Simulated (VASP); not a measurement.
# NiSb (Fm-3m) in VASP: a series of runs

Runs on NiSb. Level: PBE. Tasks: single point.

Program: VASP 6.6.1. These are calculated values, not measurements. Logs are shortened: lines on timing, memory, paths and dates and some standing lists are left out, and cuts for length are marked.

**1. The cell of the first run**

It takes space group Fm-3m (No. 225, cubic). The conventional cell has a = 5.196 Å, b = 5.196 Å, c = 5.196 Å, α = 90.00°, β = 90.00°, γ = 90.00°. Within 3.4 Å of Ni (site symmetry m-3m) lie 6 Sb at 2.60 Å. Sb (site symmetry m-3m) has 6 Ni at 2.60 Å within 3.4 Å.

**2. Single point, PBE, collinear spin (17.54 Å³/atom)**

INCAR reads:

```
PREC = Accurate ; ENCUT = 520
EDIFF = 1E-7 ; ISMEAR = 0
SIGMA = 0.05 ; LREAL = F
LASPH = T ; NELM = 150
ALGO = Normal ; ISIF = 2
LWAVE = F ; LCHARG = F
ISPIN = 2 ; MAGMOM = 0.05 0
LORBIT = 11 ; LMAXMIX = 4
GGA = PE ; NBANDS = 18
```

KPOINTS reads:

```
regular mesh
0
Gamma
  12 12 12
```

POSCAR reads:

```
NiSb
1.0
    0.0000000000      2.5981424123      2.5981424123
    2.5981424123      0.0000000000      2.5981424123
    2.5981424123      2.5981424123      0.0000000000
Ni Sb
1 1
Direct
    0.5000000000      0.5000000000      0.5000000000
    0.0000000000      0.0000000000      0.0000000000
```

Potentials or basis: VASP PAW PBE potentials, release 64 (Ni, Sb).

Command:

```bash
$ cat potpaw_PBE.64/Ni/POTCAR potpaw_PBE.64/Sb/POTCAR > POTCAR
$ mpirun -np 1 vasp_std > vasp.out
```

OUTCAR:

```text
PREC = Accurate
   ENCUT = 520
   EDIFF = 1E-7
   ISMEAR = 0
   LREAL = F
   LASPH = T
   NELM = 150
   ISIF = 2
   ISPIN = 2
   LORBIT = 11
   GGA = PE

 ion  position               nearest neighbor table
   1  0.500  0.500  0.500-   2 2.60   2 2.60   2 2.60   2 2.60   2 2.60   2 2.60
   2  0.000  0.000  0.000-   1 2.60   1 2.60   1 2.60   1 2.60   1 2.60   1 2.60

  LATTYP: Found a face centered cubic cell.
 ALAT       =     5.1962848246

  Lattice vectors:

 A1 = (   0.0000000000,   2.5981424123,   2.5981424123)
 A2 = (   2.5981424123,   0.0000000000,   2.5981424123)
 A3 = (   2.5981424123,   2.5981424123,   0.0000000000)

Analysis of symmetry for initial positions (statically):
=====================================================================
 Subroutine PRICEL returns:
 Original cell was already a primitive cell.

 Routine SETGRP: Setting up the symmetry group for a
 face centered cubic supercell.

 Subroutine GETGRP returns: Found 48 space group operations
 (whereof 48 operations were pure point group operations)
 out of a pool of 48 trial point group operations.

The static configuration has the point symmetry O_h .

Analysis of symmetry for dynamics (positions and initial velocities):
=====================================================================
 Subroutine PRICEL returns:
 Original cell was already a primitive cell.

 Routine SETGRP: Setting up the symmetry group for a
 face centered cubic supercell.

 Subroutine GETGRP returns: Found 48 space group operations
 (whereof 48 operations were pure point group operations)
 out of a pool of 48 trial point group operations.

The dynamic configuration has the point symmetry O_h .

Analysis of structural, dynamic, and magnetic symmetry:
=====================================================================
 Subroutine PRICEL returns:
 Original cell was already a primitive cell.

 Routine SETGRP: Setting up the symmetry group for a
 face centered cubic supercell.

 Subroutine GETGRP returns: Found 48 space group operations
 (whereof 48 operations were pure point group operations)
 out of a pool of 48 trial point group operations.

The overall configuration has the point symmetry O_h .

 Subroutine INISYM returns: Found 48 space group operations
 (whereof 48 operations are pure point group operations),
 and found     1 'primitive' translations

----------------------------------------------------------------------------------------

                                     Primitive cell

  volume of cell :      35.0767

  direct lattice vectors                    reciprocal lattice vectors
     0.000000000  2.598142412  2.598142412    -0.192445186  0.192445186  0.192445186
     2.598142412  0.000000000  2.598142412     0.192445186 -0.192445186  0.192445186
     2.598142412  2.598142412  0.000000000     0.192445186  0.192445186 -0.192445186

  length of vectors
     3.674328236  3.674328236  3.674328236     0.333324840  0.333324840  0.333324840

  position of ions in fractional coordinates (direct lattice)
     0.500000000  0.500000000  0.500000000
     0.000000000  0.000000000  0.000000000

  ion indices of the primitive-cell ions
   primitive index   ion index
                 1           1
                 2           2

----------------------------------------------------------------------------------------

 KPOINTS: regular mesh

Automatic generation of k-mesh.
 Grid dimensions read from file:
 generate k-points for:   12   12   12

 Generating k-lattice:

  Cartesian coordinates                     Fractional coordinates (reciprocal lattice)
    -0.016037099  0.016037099  0.016037099     0.083333333  0.000000000  0.000000000
     0.016037099 -0.016037099  0.016037099     0.000000000  0.083333333  0.000000000
     0.016037099  0.016037099 -0.016037099     0.000000000  0.000000000  0.083333333

  Length of vectors
     0.027777070  0.027777070  0.027777070

  Shift w.r.t. Gamma in fractional coordinates (k-lattice)
     0.000000000  0.000000000  0.000000000

 Subroutine IBZKPT returns following result:
 ===========================================

 Found     72 irreducible k-points:

 Following reciprocal coordinates:
            Coordinates               Weight
  0.000000  0.000000  0.000000      1.000000
  0.083333  0.000000  0.000000      8.000000
  0.166667  0.000000  0.000000      8.000000
  0.250000  0.000000  0.000000      8.000000
  0.333333  0.000000  0.000000      8.000000
  0.416667  0.000000  0.000000      8.000000
[... 16 lines left out ...]
  0.500000  0.166667  0.000000     24.000000
 -0.416667  0.166667  0.000000     24.000000
 [... further k-points ...]
   k-points           NKPTS =     72   k-points in BZ     NKDIM =     72   number of bands    NBANDS=     18
   number of dos      NEDOS =    301   number of ions     NIONS =      2
   total plane-waves  NPLWV =  21952
   dimension x,y,z NGX =    28 NGY =   28 NGZ =   28
   dimension x,y,z NGXF=    56 NGYF=   56 NGZF=   56
   ions per type =               1   1
   NGX,Y,Z   is equivalent  to a cutoff of  12.67, 12.67, 12.67 a.u.
   NGXF,Y,Z  is equivalent  to a cutoff of  25.34, 25.34, 25.34 a.u.
 SYSTEM =  unknown system
   PREC   = accura    normal or accurate (medium, high low for compatibility)
   ISTART =      0    job   : 0-new  1-cont  2-samecut
   ICHARG =      2    charge: 1-file 2-atom 10-const
   ISPIN  =      2    spin polarized calculation?
   LNONCOLLINEAR =      F non collinear calculations
   LSORBIT =      F    spin-orbit coupling
   LASPH  =      T    aspherical Exc in radial PAW
   ENCUT  =  520.0 eV  38.22 Ry    6.18 a.u.   6.83  6.83  6.83*2*pi/ulx,y,z
   NELM   =    150;   NELMIN=  2; NELMDL= -5     # of ELM steps
   EDIFF  = 0.1E-06   stopping-criterion for ELM
   LREAL  =      F    real-space projection
   EDIFFG = 0.1E-05   stopping-criterion for IOM
   NSW    =      0    number of steps for IOM
   IBRION =     -1    ionic relax: 0-MD 1-quasi-New 2-CG
   NFREE  =      0    steps in history (QN), initial steepest desc. (CG)
   ISIF   =      2    stress and relaxation
   ISYM   =      2    0-nonsym 1-usesym 2-fastsym
   POTIM  = 0.5000    time-step for ionic-motion
   TEBEG  =    0.0;   TEEND  =   0.0 temperature during run
   PSTRESS=    0.0 pullay stress
   NELECT =      15.0000    total number of electrons
[... 13 lines left out ...]
   GGA     = PE    functional components
   LHFCALC =     F    Hartree Fock is set to
   AEXX    =    0.0000 exact exchange contribution
   IVDW    =     0    specifies the selected vdW correction
   LEPSILON=     F    determine dielectric tensor
   LRPA    =     F    only Hartree local field effects (RPA)
 spin polarized calculation
 Gauss-broadening in eV      SIGMA  =   0.05
  energy-cutoff  :      520.00
  volume of cell :       35.08
 maximum number of plane-waves:       960
   NGX = 13   NGY = 13   NGZ = 13

 number of electron      15.0000012 magnetization       0.0000091

 number of electron      15.0000012 magnetization      -0.0000043

 Free energy of the ion-electron system (eV)
  ---------------------------------------------------
  ext. energy  EPLUGINS =         0.00000000
  ---------------------------------------------------
  free energy    TOTEN  =        -9.59694249 eV

  energy without entropy =       -9.59476154  energy(sigma->0) =       -9.59585202

 E-fermi :   9.4497     XC(G=0): -11.4322

 val. band max:        9.4418548961   @ k =  -0.2500   0.2500   0.0833
 cond. band min:       9.4586436081   @ k =   0.5000   0.3333   0.0000
 fundamental gap:      0.0167887120
 Fermi energy:         9.4497255744

 spin component 1

 k-point     1 :       0.0000    0.0000    0.0000
  band No.  band energies     occupation
      1      -3.0524      1.00000
      2       7.5429      1.00000
      3       7.5429      1.00000
      4       7.5429      1.00000
      5       7.6067      1.00000
      6       7.6067      1.00000
[... 10 lines left out ...]
     17      20.5390      0.00000
     18      22.6126      0.00000

 k-point     2 :       0.0833    0.0000    0.0000
  band No.  band energies     occupation
      1      -2.9393      1.00000
      2       7.4610      1.00000
      3       7.4954      1.00000
      4       7.4954      1.00000
      5       7.5843      1.00000
      6       7.5843      1.00000
[... 10 lines left out ...]
     17      20.6867      0.00000
     18      23.4905      0.00000

 k-point     3 :       0.1667    0.0000    0.0000
  band No.  band energies     occupation
      1      -2.6033      1.00000
      2       7.1161      1.00000
      3       7.2637      1.00000
      4       7.2637      1.00000
      5       7.6466      1.00000
      6       7.6466      1.00000
[... 412 lines left out ...]
 k-point    23 :       0.5000    0.1667    0.0000
  band No.  band energies     occupation
      1      -0.0734      1.00000
      2       3.5940      1.00000
      3       6.2244      1.00000
      4       6.6357      1.00000
      5       7.8903      1.00000
      6       7.9773      1.00000
[... 10 lines left out ...]
     17      26.0613      0.00000
     18      27.2424      0.00000

 k-point    24 :      -0.4167    0.1667    0.0000
  band No.  band energies     occupation
      1       0.0680      1.00000
      2       3.3983      1.00000
      3       6.1886      1.00000
      4       6.5543      1.00000
      5       7.9460      1.00000
      6       7.9606      1.00000
[... 10 lines left out ...]
     17      27.3947      0.00000
     18      28.2648      0.00000

 [... further k-points ...]

 spin component 2

 k-point     1 :       0.0000    0.0000    0.0000
  band No.  band energies     occupation
      1      -3.0524      1.00000
      2       7.5428      1.00000
      3       7.5428      1.00000
      4       7.5429      1.00000
      5       7.6067      1.00000
      6       7.6067      1.00000
[... 10 lines left out ...]
     17      20.5390      0.00000
     18      22.6126      0.00000

 k-point     2 :       0.0833    0.0000    0.0000
  band No.  band energies     occupation
      1      -2.9393      1.00000
      2       7.4610      1.00000
      3       7.4954      1.00000
      4       7.4954      1.00000
      5       7.5843      1.00000
      6       7.5843      1.00000
[... 10 lines left out ...]
     17      20.6867      0.00000
     18      23.4905      0.00000

 k-point     3 :       0.1667    0.0000    0.0000
  band No.  band energies     occupation
      1      -2.6033      1.00000
      2       7.1161      1.00000
      3       7.2637      1.00000
      4       7.2637      1.00000
      5       7.6466      1.00000
      6       7.6466      1.00000
[... 412 lines left out ...]
 k-point    23 :       0.5000    0.1667    0.0000
  band No.  band energies     occupation
      1      -0.0734      1.00000
      2       3.5940      1.00000
      3       6.2244      1.00000
      4       6.6357      1.00000
      5       7.8903      1.00000
      6       7.9773      1.00000
[... 10 lines left out ...]
     17      26.0613      0.00000
     18      27.2424      0.00000

 k-point    24 :      -0.4167    0.1667    0.0000
  band No.  band energies     occupation
      1       0.0680      1.00000
      2       3.3983      1.00000
      3       6.1886      1.00000
      4       6.5543      1.00000
      5       7.9459      1.00000
      6       7.9606      1.00000
[... 10 lines left out ...]
     17      27.3947      0.00000
     18      28.2648      0.00000

 [... further k-points ...]

------------------------ aborting loop because EDIFF is reached ----------------------------------------

  FORCE on cell =-STRESS in cart. coord.  units (eV):
  Direction    XX          YY          ZZ          XY          YZ          ZX
  --------------------------------------------------------------------------------------
  -------------------------------------------------------------------------------------
  Total        0.9886253      0.9886253      0.9886253      0.0000000     -0.0000000      0.0000000
  in kB       45.1568298     45.1568298     45.1568298      0.0000000     -0.0000000      0.0000000
  external PRESSURE =      45.1568298 kB  Pullay stress =       0.0000000 kB

 VOLUME and BASIS-vectors are now :
 -----------------------------------------------------------------------------
  energy-cutoff  :      520.00
  volume of cell :       35.08
      direct lattice vectors                 reciprocal lattice vectors
     0.000000000  2.598142412  2.598142412    -0.192445186  0.192445186  0.192445186
     2.598142412  0.000000000  2.598142412     0.192445186 -0.192445186  0.192445186
     2.598142412  2.598142412  0.000000000     0.192445186  0.192445186 -0.192445186

 POSITION                                       TOTAL-FORCE (eV/Angst)
 -----------------------------------------------------------------------------------
      2.59814      2.59814      2.59814         0.000000     -0.000000     -0.000000
      0.00000      0.00000      0.00000        -0.000000      0.000000      0.000000
 -----------------------------------------------------------------------------------
    total drift:                                0.000000      0.000000      0.000000

  FREE ENERGIE OF THE ION-ELECTRON SYSTEM (eV)
  ---------------------------------------------------
  free  energy   TOTEN  =        -9.5969424856 eV

  energy  without entropy=       -9.5947615450  energy(sigma->0) =       -9.59585202

 total charge

# of ion       s       p       d       tot
------------------------------------------
    1        0.486   0.384   8.474   9.344
    2        1.148   1.221   0.069   2.438
--------------------------------------------------
tot          1.634   1.605   8.543  11.782

 magnetization (x)

# of ion       s       p       d       tot
------------------------------------------
    1       -0.000  -0.000  -0.000  -0.000
    2       -0.000  -0.000   0.000  -0.000
--------------------------------------------------
tot         -0.000  -0.000  -0.000  -0.000
```

Wall time 2.5 min (1 thread of Oxide Virtual Turin-like, shared host); peak memory 0.19 GiB.

What came out:

```
Free energy                                           : -9.5969 eV
Pressure                                              : 4.5 GPa
Net moment                                            : 0.00 μB per cell
Valence electrons inside the program's atomic spheres : Ni 9.34; Sb 2.44
```

Caveat: the cell stands under pressure; spin-orbit coupling is left out, which moves the levels of the heavy elements.

**3. Single point, PBE, collinear spin (17.90 Å³/atom)**

This run uses another cell than the first one, of 17.90 Å³/atom.

INCAR reads:

```
SYSTEM = NiSb
PREC = Accurate
ENCUT = 520
EDIFF = 1E-6
ISMEAR = 0
SIGMA = 0.05
LREAL = .FALSE.
LASPH = .TRUE.
NELM = 150
ALGO = Normal
ISIF = 2
LWAVE = .FALSE.
LCHARG = .FALSE.
ISPIN = 2
MAGMOM = 0.05 0
LORBIT = 11
LMAXMIX = 4
GGA = PE
NBANDS = 18
```

KPOINTS reads:

```
Automatic mesh
0
G
  12 12 12
  0 0 0
```

POSCAR reads:

```
NiSb
1.0
    0.0000000000      2.6160612021      2.6160612021
    2.6160612021      0.0000000000      2.6160612021
    2.6160612021      2.6160612021      0.0000000000
Ni Sb
1 1
Direct
    0.5000000000      0.5000000000      0.5000000000
    0.0000000000      0.0000000000      0.0000000000
```

Potentials or basis: VASP PAW PBE potentials, release 64 (Ni, Sb).

Command:

```bash
$ cat potpaw_PBE.64/Ni/POTCAR potpaw_PBE.64/Sb/POTCAR > POTCAR
$ mpirun -np 1 vasp_std > vasp.out
```

Run time: 2.6 min. Hardware: 1 thread of Oxide Virtual Turin-like, shared host; peak memory 0.19 GiB.

The run converged. Its results:

| Quantity | Value |
| --- | --- |
| Free energy | -9.6119 eV |
| Pressure | 2.1 GPa |
| Net moment | 0.00 μB per cell |
| Valence electrons inside the program's atomic spheres | Ni 9.31; Sb 2.42 |

Levels at points of the mesh, in eV from the Fermi level:
Spin up:
```csv
k point,band 3,band 4,band 5,band 6,band 7,band 8,band 9,band 10,band 11,band 12
"(0.00, 0.00, 0.00)",-1.84,-1.84,-1.79,-1.79,2.32,2.32,2.32,7.56,9.01,9.28
"(0.50, 0.00, 0.00)",-2.88,-2.88,-1.45,-1.45,-1.19,3.81,3.81,5.37,5.79,5.79
"(0.50, 0.50, 0.00)",-2.39,-1.59,-1.29,-1.29,-1.23,-1.23,-0.83,1.86,5.53,14.94
```
Spin down:
```csv
k point,band 3,band 4,band 5,band 6,band 7,band 8,band 9,band 10,band 11,band 12
"(0.00, 0.00, 0.00)",-1.84,-1.84,-1.79,-1.79,2.32,2.32,2.32,7.56,9.01,9.28
"(0.50, 0.00, 0.00)",-2.88,-2.88,-1.45,-1.45,-1.19,3.81,3.81,5.37,5.79,5.79
"(0.50, 0.50, 0.00)",-2.39,-1.59,-1.29,-1.29,-1.23,-1.23,-0.83,1.86,5.53,14.94
```

Caveat: spin-orbit coupling is left out, which moves the levels of the heavy elements.

**4. Single point, PBE, collinear spin, ferromagnetic start**

This run uses another cell than the first one, of 18.13 Å³/atom.

INCAR reads:

```
ALGO     = Normal         # electronic algorithm
EDIFF    = 1E-6           # SCF threshold, eV
ENCUT    = 520            # plane-wave cutoff, eV
GGA      = PE             # functional
ISIF     = 2              # what is computed and relaxed
ISMEAR   = 0              # smearing method
ISPIN    = 2              # spin polarisation
LASPH    = T              # aspherical terms in the spheres
LCHARG   = F              # write CHGCAR
LMAXMIX  = 4              # l up to which the mixer works
LORBIT   = 11             # projections on sites
LREAL    = F              # projectors in reciprocal space
LWAVE    = F              # write WAVECAR
MAGMOM   = 0.8 0          # initial moments
NBANDS   = 18             # bands
NELM     = 150            # most SCF steps
PREC     = Accurate       # precision mode
SIGMA    = 0.05           # smearing width, eV
```

KPOINTS reads:

```
k-points
0
Gamma
  12 12 12
```

POSCAR reads:

```
NiSb
1.0
    0.0000000000      2.6270354583      2.6270354583
    2.6270354583      0.0000000000      2.6270354583
    2.6270354583      2.6270354583      0.0000000000
Ni Sb
1 1
Direct
    0.5000000000      0.5000000000      0.5000000000
    0.0000000000      0.0000000000      0.0000000000
```

Command:

```bash
$ cat potpaw_PBE.64/Ni/POTCAR potpaw_PBE.64/Sb/POTCAR > POTCAR
$ mpirun -np 1 vasp_std > vasp.out
```

It took 2.5 min on 1 thread of Oxide Virtual Turin-like, shared host; peak memory 0.19 GiB.

Results (log left out):

```
Free energy                                           : -9.6158 eV
Pressure                                              : 0.7 GPa
Net moment                                            : 0.00 μB per cell
Valence electrons inside the program's atomic spheres : Ni 9.29; Sb 2.42
```

Levels at points of the mesh, in eV from the Fermi level:
Spin up:
```tsv
k point	band 5	band 6	band 7	band 8	band 9	band 10
(0.00, 0.00, 0.00)	-1.75	-1.75	2.28	2.28	2.28	7.37
(0.50, 0.00, 0.00)	-1.42	-1.42	-1.17	3.75	3.75	5.32
(0.50, 0.50, 0.00)	-1.26	-1.26	-1.21	-1.21	-0.82	1.80
```
Spin down:
```csv
k point,band 3,band 4,band 5,band 6,band 7,band 8,band 9,band 10,band 11,band 12
"(0.00, 0.00, 0.00)",-1.80,-1.80,-1.75,-1.75,2.28,2.28,2.28,7.37,9.02,9.23
"(0.50, 0.00, 0.00)",-2.83,-2.83,-1.42,-1.42,-1.17,3.75,3.75,5.32,5.77,5.77
"(0.50, 0.50, 0.00)",-2.34,-1.56,-1.26,-1.26,-1.21,-1.21,-0.82,1.80,5.52,14.80
```

Caveat: the moments typed at the start vanished in this run; spin-orbit coupling is left out, which moves the levels of the heavy elements.

**5. The runs side by side**

| spin | cell | gap on the mesh (eV) | pressure (GPa) | moment (μB) |
| --- | --- | --- | --- | --- |
| collinear | a = 3.674 Å, angles 60.0°, 2 atoms | none | 4.5 | 0.00 |
| collinear | a = 3.700 Å, angles 60.0°, 2 atoms | none | 2.1 | 0.00 |
| collinear, ferromagnetic start | a = 3.715 Å, angles 60.0°, 2 atoms | none | 0.7 | 0.00 |

Alike in all rows: task single point; level PBE; potentials or basis VASP PAW PBE potentials, release 64 (Ni, Sb); k mesh 12 × 12 × 12; cutoff (eV) 520; smearing gaussian 0.05 eV.

Caveats: spin-orbit coupling is left out, which moves the levels of the heavy elements; the cell stands under pressure (at least some runs); the moments typed at the start vanished in this run (at least some runs).

Absolute energies hang on the potentials; compare differences alone.

The gap in the log of VASP goes by the Fermi energy; the results here count the filled bands.